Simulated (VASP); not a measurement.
# Al4N5 in VASP: further runs

Al4N5 is run at these levels: PBE; tasks: single point.

Everything below comes from runs of VASP 6.6.1. Logs are shortened: lines on timing, memory, paths and dates and some standing lists are left out, and cuts for length are marked.

### Step 1. The cell of the first run

The cell holds a slab with vacuum, 9 atoms: a = 3.130 Å, b = 5.017 Å, c = 19.062 Å, α = 90.00°, β = 90.00°, γ = 90.00°.

### Step 2. Single point, PBE, collinear spin

INCAR reads:

```
PREC = Accurate ; ENCUT = 520
EDIFF = 1E-6 ; ISMEAR = 0
SIGMA = 0.05 ; LREAL = F
LASPH = T ; NELM = 200
ALGO = Normal ; ISIF = 2
LWAVE = F ; LCHARG = F
ISPIN = 2 ; MAGMOM = 0 0 0 0 0 0 0 0 3
LORBIT = 11 ; LDIPOL = T
IDIPOL = 3 ; DIPOL = 0.5 0.5 0.319
GGA = PE ; NBANDS = 32
GGA_COMPAT = F ; NELMDL = -8
```

KPOINTS reads:

```
Automatic mesh
0
Gamma
  9 6 1
```

POSCAR reads:

```
Al4N5
1.0
    3.1297683445      0.0000000000      0.0000000000
    0.0000000000      5.0173032419      0.0000000000
    0.0000000000      0.0000000000     19.0620320396
Al N
4 5
Direct
    0.0000000000      0.9982714950      0.2098412169
    0.5000000000      0.4982714950      0.2572383830
    0.5000000000      0.9915197257      0.3577010219
    0.0000000000      0.4624332462      0.3868097530
    0.0000000000      0.6167285050      0.2098412169
    0.5000000000      0.1167285050      0.2572383830
    0.5000000000      0.6143669392      0.3564124135
    0.0000000000      0.1112303975      0.3967065014
    0.5000000000      0.6112303975      0.4360608875
```

Potentials or basis: VASP PAW PBE potentials, release 64 (Al, N).

The run is started by

```console
> cat potpaw_PBE.64/Al/POTCAR potpaw_PBE.64/N/POTCAR > POTCAR
> mpirun -np 1 vasp_std > vasp.out
```

OUTCAR:

```text
PREC = Accurate
   ENCUT = 520
   EDIFF = 1E-6
   ISMEAR = 0
   LREAL = F
   LASPH = T
   NELM = 200
   ISIF = 2
   ISPIN = 2
   LORBIT = 11
   GGA = PE
   NELMDL = -8

 ion  position               nearest neighbor table
   1  0.000  0.998  0.210-   6 1.90   6 1.90   5 1.91   2 3.09   2 3.09   2 3.09   2 3.09   3 3.22
                             3 3.22
   2  0.500  0.498  0.257-   5 1.90   5 1.90   6 1.91   7 1.98   4 2.93   4 2.93   1 3.09   1 3.09
                             1 3.09   1 3.09   3 3.13   3 3.18
   3  0.500  0.992  0.358-   8 1.83   8 1.83   7 1.89   6 2.02   9 2.42   4 2.89   4 2.89   2 3.13
                             4 3.13   4 3.13   2 3.18   1 3.22   1 3.22
   4  0.000  0.462  0.387-   8 1.77   7 1.83   7 1.83   9 1.97   9 1.97   3 2.89   3 2.89   2 2.93
                             2 2.93   3 3.13   3 3.13
   5  0.000  0.617  0.210-   2 1.90   2 1.90   1 1.91
   6  0.500  0.117  0.257-   1 1.90   1 1.90   2 1.91   3 2.02
   7  0.500  0.614  0.356-   9 1.52   4 1.83   4 1.83   3 1.89   2 1.98
   8  0.000  0.111  0.397-   4 1.77   3 1.83   3 1.83
   9  0.500  0.611  0.436-   7 1.52   4 1.97   4 1.97   3 2.42

  LATTYP: Found a simple orthorhombic cell.
 ALAT       =     3.1297683445
 B/A-ratio  =     1.6030909287
 C/A-ratio  =     6.0905568532

  Lattice vectors:

 A1 = (   3.1297683445,   0.0000000000,   0.0000000000)
 A2 = (   0.0000000000,   5.0173032419,   0.0000000000)
 A3 = (   0.0000000000,   0.0000000000,  19.0620320396)

Analysis of symmetry for initial positions (statically):
=====================================================================
 Subroutine PRICEL returns:
 Original cell was already a primitive cell.

 Routine SETGRP: Setting up the symmetry group for a
 simple orthorhombic supercell.

 Subroutine GETGRP returns: Found  2 space group operations
 (whereof  2 operations were pure point group operations)
 out of a pool of  8 trial point group operations.

The static configuration has the point symmetry C_1h.

Analysis of symmetry for dynamics (positions and initial velocities):
=====================================================================
 Subroutine PRICEL returns:
 Original cell was already a primitive cell.

 Routine SETGRP: Setting up the symmetry group for a
 simple orthorhombic supercell.

 Subroutine GETGRP returns: Found  2 space group operations
 (whereof  2 operations were pure point group operations)
 out of a pool of  8 trial point group operations.

The dynamic configuration has the point symmetry C_1h.

Analysis of structural, dynamic, and magnetic symmetry:
=====================================================================
 Subroutine PRICEL returns:
 Original cell was already a primitive cell.

 Routine SETGRP: Setting up the symmetry group for a
 simple orthorhombic supercell.

 Subroutine GETGRP returns: Found  2 space group operations
 (whereof  2 operations were pure point group operations)
 out of a pool of  8 trial point group operations.

The overall configuration has the point symmetry C_1h.

 Subroutine INISYM returns: Found  2 space group operations
 (whereof  2 operations are pure point group operations),
 and found     1 'primitive' translations

----------------------------------------------------------------------------------------

                                     Primitive cell

  volume of cell :     299.3310

  direct lattice vectors                    reciprocal lattice vectors
     3.129768344  0.000000000  0.000000000     0.319512465  0.000000000  0.000000000
     0.000000000  5.017303242  0.000000000     0.000000000  0.199310257  0.000000000
     0.000000000  0.000000000 19.062032040     0.000000000  0.000000000  0.052460304

  length of vectors
     3.129768344  5.017303242 19.062032040     0.319512465  0.199310257  0.052460304

  position of ions in fractional coordinates (direct lattice)
     0.000000000  0.998271495  0.209841217
     0.500000000  0.498271495  0.257238383
     0.500000000  0.991519726  0.357701022
     0.000000000  0.462433246  0.386809753
     0.000000000  0.616728505  0.209841217
     0.500000000  0.116728505  0.257238383
     0.500000000  0.614366939  0.356412414
     0.000000000  0.111230398  0.396706501
     0.500000000  0.611230398  0.436060887

  ion indices of the primitive-cell ions
   primitive index   ion index
                 1           1
                 2           2
                 3           3
                 4           4
                 5           5
                 6           6
                 7           7
                 8           8
                 9           9

----------------------------------------------------------------------------------------

 KPOINTS: Automatic mesh

Automatic generation of k-mesh.
 Grid dimensions read from file:
 generate k-points for:    9    6    1

 Generating k-lattice:

  Cartesian coordinates                     Fractional coordinates (reciprocal lattice)
     0.035501385  0.000000000  0.000000000     0.111111111  0.000000000  0.000000000
     0.000000000  0.033218376  0.000000000     0.000000000  0.166666667  0.000000000
     0.000000000  0.000000000  0.052460304     0.000000000  0.000000000  1.000000000

  Length of vectors
     0.035501385  0.033218376  0.052460304

  Shift w.r.t. Gamma in fractional coordinates (k-lattice)
     0.000000000  0.000000000  0.000000000

 Subroutine IBZKPT returns following result:
 ===========================================

 Found     20 irreducible k-points:

 Following reciprocal coordinates:
            Coordinates               Weight
  0.000000  0.000000  0.000000      1.000000
  0.111111  0.000000  0.000000      2.000000
  0.222222  0.000000  0.000000      2.000000
  0.333333  0.000000  0.000000      2.000000
  0.444444  0.000000  0.000000      2.000000
  0.000000  0.166667  0.000000      2.000000
[... 12 lines left out ...]
  0.333333  0.500000  0.000000      2.000000
  0.444444  0.500000  0.000000      2.000000
   k-points           NKPTS =     20   k-points in BZ     NKDIM =     20   number of bands    NBANDS=     32
   number of dos      NEDOS =    301   number of ions     NIONS =      9
   total plane-waves  NPLWV = 138240
   dimension x,y,z NGX =    24 NGY =   40 NGZ =  144
   dimension x,y,z NGXF=    48 NGYF=   80 NGZF=  288
   ions per type =               4   5
   NGX,Y,Z   is equivalent  to a cutoff of  12.75, 13.25, 12.56 a.u.
   NGXF,Y,Z  is equivalent  to a cutoff of  25.50, 26.51, 25.12 a.u.
 SYSTEM =  unknown system
   PREC   = accura    normal or accurate (medium, high low for compatibility)
   ISTART =      0    job   : 0-new  1-cont  2-samecut
   ICHARG =      2    charge: 1-file 2-atom 10-const
   ISPIN  =      2    spin polarized calculation?
   LNONCOLLINEAR =      F non collinear calculations
   LSORBIT =      F    spin-orbit coupling
   LASPH  =      T    aspherical Exc in radial PAW
   ENCUT  =  520.0 eV  38.22 Ry    6.18 a.u.   5.82  9.33 35.44*2*pi/ulx,y,z
   NELM   =    200;   NELMIN=  2; NELMDL= -8     # of ELM steps
   EDIFF  = 0.1E-05   stopping-criterion for ELM
   LREAL  =      F    real-space projection
   EDIFFG = 0.1E-04   stopping-criterion for IOM
   NSW    =      0    number of steps for IOM
   IBRION =     -1    ionic relax: 0-MD 1-quasi-New 2-CG
   NFREE  =      0    steps in history (QN), initial steepest desc. (CG)
   ISIF   =      2    stress and relaxation
   ISYM   =      2    0-nonsym 1-usesym 2-fastsym
   POTIM  = 0.5000    time-step for ionic-motion
   TEBEG  =    0.0;   TEEND  =   0.0 temperature during run
   PSTRESS=    0.0 pullay stress
   NELECT =      37.0000    total number of electrons
   NUPDOWN=      -1.0000    fix difference up-down
   EMIN   =  10.00;   EMAX   =-10.00  energy-range for DOS
   EFERMI =   0.00;   METHOD = LEGACY
   ISMEAR =     0;   SIGMA  =   0.05  broadening in eV -4-tet -1-fermi 0-gaus
   EFERMI_NEDOS =   21; number of points for ismear=-14 and -15
   IALGO  =     38    algorithm
   IMIX   =      4    mixing-type and parameters
     AMIX     =   0.40;   BMIX     =  1.00
     AMIX_MAG =   1.60;   BMIX_MAG =  1.00
  volume/ion in A,a.u.               =      33.26       224.44
  Fermi-wavevector in a.u.,A,eV,Ry     =   0.815502  1.541075  9.048458  0.665043
  Thomas-Fermi vector in A             =   1.925601
   LORBIT       =     11    0 simple, 1 ext, 2 COOP (PROOUT), +10 PAW based schemes
   GGA     = PE    functional components
   LHFCALC =     F    Hartree Fock is set to
   AEXX    =    0.0000 exact exchange contribution
   IVDW    =     0    specifies the selected vdW correction
   LEPSILON=     F    determine dielectric tensor
   LRPA    =     F    only Hartree local field effects (RPA)
 spin polarized calculation
 Gauss-broadening in eV      SIGMA  =   0.05
  energy-cutoff  :      520.00
  volume of cell :      299.33
 maximum number of plane-waves:      8106
 NGX is ok and might be reduce to    24
   NGX = 11   NGY = 19   NGZ = 71

 number of electron      36.9999995 magnetization       0.9999617

 dipolmoment           0.000000      0.000000      0.256954 electrons x Angstroem

 Free energy of the ion-electron system (eV)
  ---------------------------------------------------
  ext. energy  EPLUGINS =         0.00000000
  ---------------------------------------------------
  free energy    TOTEN  =       -59.40526391 eV

  energy without entropy =      -59.40415902  energy(sigma->0) =      -59.40471147

 E-fermi :  -1.3286     XC(G=0):  -4.1420

 val. band max:       -1.3948399824   @ k =   0.2222   0.0000   0.0000
 cond. band min:      -1.3135736646   @ k =   0.0000   0.1667   0.0000
 fundamental gap:      0.0812663178
 Fermi energy:        -1.3285916359

 spin component 1

 k-point     1 :       0.0000    0.0000    0.0000
  band No.  band energies     occupation
      1     -21.2905      1.00000
      2     -17.1269      1.00000
      3     -15.2777      1.00000
      4     -14.8604      1.00000
      5     -13.9229      1.00000
      6      -9.5133      1.00000
[... 649 lines left out ...]
     29       6.7454      0.00000
     30       6.9957      0.00000
 Fermi energy:        -1.3285916359

 spin component 2

 k-point     1 :       0.0000    0.0000    0.0000
  band No.  band energies     occupation
      1     -20.9466      1.00000
      2     -17.0923      1.00000
      3     -15.1770      1.00000
      4     -14.8021      1.00000
      5     -13.3844      1.00000
      6      -9.1999      1.00000
[... 649 lines left out ...]
     29       6.7553      0.00000
     30       7.0164      0.00000
 [bands above 30 left out]

------------------------ aborting loop because EDIFF is reached ----------------------------------------

 vacuum level on the upper side and lower side of the slab       (xc-potential included)         1.375        -1.454

  FORCE on cell =-STRESS in cart. coord.  units (eV):
  Direction    XX          YY          ZZ          XY          YZ          ZX
  --------------------------------------------------------------------------------------
  -------------------------------------------------------------------------------------
  Total        5.1287057      2.0075699     -1.2280861      0.0000000     -0.1726771      0.0000000
  in kB       27.4515345     10.7455716     -6.5733636      0.0000000     -0.9242587      0.0000000
  external PRESSURE =      10.5412475 kB  Pullay stress =       0.0000000 kB

 VOLUME and BASIS-vectors are now :
 -----------------------------------------------------------------------------
  energy-cutoff  :      520.00
  volume of cell :      299.33
      direct lattice vectors                 reciprocal lattice vectors
     3.129768344  0.000000000  0.000000000     0.319512465  0.000000000  0.000000000
     0.000000000  5.017303242  0.000000000     0.000000000  0.199310257  0.000000000
     0.000000000  0.000000000 19.062032040     0.000000000  0.000000000  0.052460304

 POSITION                                       TOTAL-FORCE (eV/Angst)
 -----------------------------------------------------------------------------------
      0.00000      5.00863      4.00000         0.000000     -1.537687      2.275623
      1.56488      2.49998      4.90349         0.000000      0.370425     -2.314833
      1.56488      4.97476      6.81851         0.000000      0.980672      0.667007
      0.00000      2.32017      7.37338         0.000000     -0.139099      3.849844
      0.00000      3.09431      4.00000         0.000000      0.716747      0.963671
      1.56488      0.58566      4.90349         0.000000      0.143200     -1.250684
      1.56488      3.08247      6.79394         0.000000      0.734264     -2.647597
      0.00000      0.55808      7.56203         0.000000     -0.649762     -1.639393
      1.56488      3.06673      8.31221         0.000000     -0.618761      0.096363
 -----------------------------------------------------------------------------------
    total drift:                                0.000000     -0.000689      0.000106

  FREE ENERGIE OF THE ION-ELECTRON SYSTEM (eV)
  ---------------------------------------------------
  free  energy   TOTEN  =       -59.4052639148 eV

  energy  without entropy=      -59.4041590235  energy(sigma->0) =      -59.40471147

 vacuum level on the upper side and lower side of the slab         5.309         2.336

 total charge

# of ion       s       p       d       tot
------------------------------------------
    1        0.390   0.366   0.000   0.756
    2        0.365   0.406   0.000   0.771
    3        0.372   0.438   0.000   0.810
    4        0.361   0.487   0.000   0.848
    5        1.236   2.480   0.000   3.716
    6        1.238   2.559   0.000   3.798
    7        1.243   2.658   0.000   3.901
    8        1.247   2.562   0.000   3.809
    9        1.323   2.270   0.000   3.593
--------------------------------------------------
tot          7.774  14.228   0.000  22.002

 magnetization (x)

# of ion       s       p       d       tot
------------------------------------------
    1       -0.000  -0.000   0.000  -0.000
    2        0.001   0.001   0.000   0.001
    3        0.002   0.005   0.000   0.007
    4       -0.003  -0.004   0.000  -0.007
    5       -0.000   0.000   0.000   0.000
    6        0.000   0.012   0.000   0.012
    7        0.002   0.089   0.000   0.090
    8        0.007   0.085   0.000   0.093
    9        0.014   0.475   0.000   0.489
--------------------------------------------------
tot          0.022   0.663   0.000   0.686
```

It took 11 min on 1 thread of Intel Xeon Platinum 8259CL at 2.50GHz (Skylake/Cascade Lake), shared host; peak memory 0.62 GiB.

Results:

```
Free energy                                           : -59.4053 eV
Largest force                                         : 3.852 eV/Å
Band gap on the k mesh                                : zero (filled and empty bands overlap)
Net moment                                            : 1.00 μB per cell
Site moments                                          : Al -0.00, +0.00, +0.01, -0.01; N +0.00, +0.01, +0.09, +0.49 (each value once) μB
Valence electrons inside the program's atomic spheres : Al 0.76, 0.77, 0.81, 0.85; N 3.72, 3.80, 3.90, 3.81, 3.59
```

Forces in eV/Å, atoms in the order of the input:
```
Al   0.000 -1.538  2.276
Al   0.000  0.370 -2.315
Al   0.000  0.981  0.667
Al   0.000 -0.139  3.850
N    0.000  0.717  0.964
N    0.000  0.143 -1.251
N    0.000  0.734 -2.648
N    0.000 -0.650 -1.639
N    0.000 -0.619  0.096
```

Levels at points of the mesh, in eV from the Fermi level:
Spin up:
```csv
k point,band 15,band 16,band 17,band 18,band 19,band 20,band 21,band 22,band 23,band 24
"(0.00, 0.00, 0.00)",-1.77,-1.62,-1.39,-1.26,-0.44,0.38,3.40,3.65,3.72,4.72
"(0.00, 0.50, 0.00)",-1.92,-1.83,-1.68,-0.52,-0.44,0.67,3.60,4.15,4.40,4.79
```
Spin down:
```
           k point  band 14  band 15  band 16  band 17  band 18  band 19  band 20  band 21  band 22  band 23
(0.00, 0.00, 0.00)    -1.70    -1.70    -1.40    -1.37    -0.12     0.07     0.43     3.45     3.74     3.84
(0.00, 0.50, 0.00)    -2.07    -1.76    -1.67    -1.65     0.06     0.42     0.83     3.71     4.21     4.52
```

### Step 3. Single point, PBE, collinear spin

INCAR reads:

```
SYSTEM = Al4N5
PREC     = Accurate       ! precision mode
ENCUT    = 520            ! plane-wave cutoff, eV
EDIFF    = 1E-6           ! SCF threshold, eV
ISMEAR   = 0              ! smearing method
SIGMA    = 0.05           ! smearing width, eV
LREAL    = .False.        ! projectors in reciprocal space
LASPH    = .True.         ! aspherical terms in the spheres
NELM     = 200            ! most SCF steps
ALGO     = Normal         ! electronic algorithm
ISIF     = 2              ! what is computed and relaxed
LWAVE    = .False.        ! write WAVECAR
LCHARG   = .True.         ! write CHGCAR
ISPIN    = 2              ! spin polarisation
MAGMOM   = 0 0 0 0 0 0 0 0 3 ! initial moments
LORBIT   = 11             ! projections on sites
LDIPOL   = .True.       
IDIPOL   = 3            
DIPOL    = 0.5 0.5 0.324
GGA      = PE             ! functional
LELF     = .True.         ! ELF
LVHAR    = .True.       
LVACPOTAV= .True.       
NBANDS   = 32             ! bands
GGA_COMPAT= .False.      
NELMDL   = -8
```

KPOINTS reads:

```
Automatic mesh
0
Gamma
  9 6 1
  0 0 0
```

Edit POSCAR of step 2 so:

```diff
@@ -16,2 +16,2 @@
     0.0000000000      0.1112303975      0.3967065014
-    0.5000000000      0.6112303975      0.4360608875
+    0.0000000000      0.6112303975      0.4874254672
```

Potentials or basis: VASP PAW PBE potentials, release 64 (Al, N).

The run is started by

```console
> cat potpaw_PBE.64/Al/POTCAR potpaw_PBE.64/N/POTCAR > POTCAR
> mpirun -np 1 vasp_std > vasp.out
```

Run time: 7.6 min. Hardware: 1 thread of Intel Xeon 6975P-C (Granite Rapids), shared host; peak memory 0.62 GiB.

The run converged. Its results:

```yaml
Free_energy: -58.6910 eV
Largest_force: 2.815 eV/Å
Band_gap_on_the_k_mesh: 0.26 eV (least direct gap 0.30 eV)
Net_moment: 3.00 μB per cell
Site_moments: Al +0.00, -0.01 (each value once); N +0.04, +0.01, +0.10, +0.17, +1.69 μB
Valence_electrons_inside_the_program's_atomic_spheres: Al 0.75, 0.79, 0.81, 0.86; N 3.72, 3.80, 3.86, 3.81, 3.35
```

Forces in eV/Å, atoms in the order of the input:
```
Al   0.000 -1.610  2.309
Al   0.000  0.838 -1.595
Al   0.000 -0.391  0.325
Al   0.000  0.755  1.446
N    0.000  0.749  0.637
N    0.000  0.134 -1.185
N    0.000 -0.039 -1.226
N    0.000 -0.387 -0.719
N    0.000 -0.048  0.009
```

Levels at points of the mesh, in eV from the valence-band top:
Spin up:
```tsv
k point	band 18	band 19	band 20	band 21	band 22	band 23
(0.00, 0.00, 0.00)	-0.64	-0.17	-0.15	1.55	4.68	5.14
(0.00, 0.50, 0.00)	-0.52	-0.41	-0.41	1.79	5.24	5.52
```
Spin down:
```csv
k point,band 14,band 15,band 16,band 17,band 18,band 19,band 20,band 21
"(0.00, 0.00, 0.00)",-0.69,-0.59,-0.19,-0.12,0.26,1.47,1.72,2.67
"(0.00, 0.50, 0.00)",-0.85,-0.85,-0.50,-0.36,0.42,1.54,1.96,2.67
```
